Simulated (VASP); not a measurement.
A run of VASP 6.6.1 is set up as follows.

INCAR

```
  PREC = Accurate
  ENCUT = 520
  EDIFF = 1E-6
  ISMEAR = -1
  SIGMA = 0.1
  LREAL = False
  LASPH = True
  NELM = 60
  ALGO = Normal
  ISIF = 2
  LWAVE = False
  LCHARG = True
  GGA = CA
  LELF = True
  LVHAR = True
  NBANDS = 18
```

File KPOINTS:

```
Automatic mesh
0
Gamma
  6 6 6
```

File POSCAR:

```
Sb2Au
1.0
    0.0000000000      3.2131486720      3.2131486720
    3.2131486720      0.0000000000      3.2131486720
    3.2131486720      3.2131486720      0.0000000000
Sb Au
2 1
Direct
    0.2500000000      0.2500000000      0.2500000000
    0.7500000000      0.7500000000      0.7500000000
    0.0000000000      0.0000000000      0.0000000000
```

Potentials or basis: VASP PAW LDA potentials, release 64 (Sb, Au).

Launch:

```sh
$ cat potpaw_LDA.64/Sb/POTCAR potpaw_LDA.64/Au/POTCAR > POTCAR
$ mpirun -np 1 vasp_std > vasp.out
```

**Question.** Estimate the pressure.

**Answer.** 17.3 GPa.
